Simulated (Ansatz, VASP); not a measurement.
# ScAl3: VASP beside Ansatz

INCAR

```
SYSTEM = ScAl3
ALGO = Fast
EDIFF = 1E-6
ENCUT = 520
GGA = PS
ISIF = 2
ISMEAR = 0
LASPH = .True.
LCHARG = .False.
LREAL = .False.
LWAVE = .False.
NBANDS = 18
NELM = 80
PREC = Accurate
SIGMA = 0.15
```

File KPOINTS:

```
k-points
0
Gamma
  12 12 12
  0 0 0
```

The input POSCAR:

```
ScAl3
1.0
    4.2341505607      0.0000000000      0.0000000000
    0.0000000000      4.2341505607      0.0000000000
    0.0000000000      0.0000000000      4.3970025054
Sc Al
1 3
Direct
    0.0000000000      0.0000000000      0.0000000000
    0.5000000000      0.0000000000      0.5000000000
    0.0000000000      0.5000000000      0.5000000000
    0.5000000000      0.5000000000      0.0000000000
```

Input for Ansatz:

```yaml
crystal:
  lattice:
    - [4.2341505607, 0.0, 0.0]
    - [0.0, 4.2341505607, 0.0]
    - [0.0, 0.0, 4.3970025054]
  atoms:
    - { symbol: Sc, position: [0.0, 0.0, 0.0] }
    - { symbol: Al, position: [0.5, 0.0, 0.5] }
    - { symbol: Al, position: [0.0, 0.5, 0.5] }
    - { symbol: Al, position: [0.5, 0.5, 0.0] }
basis:
  ecutwfc: 420
kpoints:
  mp_grid: { grid: [12, 12, 12] }
hamiltonian:
  xc: pbesol
scf:
  occupations: { method: gaussian, width: 0.15 }
output:
  forces: true
  stress: true
  eigenvalues: true
  write_density: true
  write_potential: true
  elf: true
  volumetric_format: npy
```

Change from the starting cell: strain +0.040 along x and y, +0.080 along z, atoms carried along.

Alike in both runs: task single point; functional PBEsol; k mesh 12 × 12 × 12; occupations gaussian, width 0.15 eV; no spin polarisation.

|  | VASP | Ansatz |
| --- | --- | --- |
| version | VASP 6.6.1 | Ansatz 0.2.0 |
| potentials or method | VASP PAW PBE potentials, release 64 (Sc_sv, Al), cutoff 520 eV | scalar-relativistic, plane waves, PAW |
| valence electrons in the cell | 20 | 20 |

Ansatz gave:

| Quantity | Value |
| --- | --- |
| gap on the k mesh at the Fermi level (eV) | none |
| pressure (GPa) | -10.2 |
| traceless stress, the component that is largest in VASP (GPa) | -2.51 |

**Question.** What did VASP give for the same quantities?

**Answer.** gap on the k mesh at the Fermi level (eV): none; pressure (GPa): -10.2; traceless stress, the component that is largest in VASP (GPa): -2.52.

VASP's potentials were made for PBE, not for PBEsol. A gap of «none» marks a metal or a gap that the smearing closes.
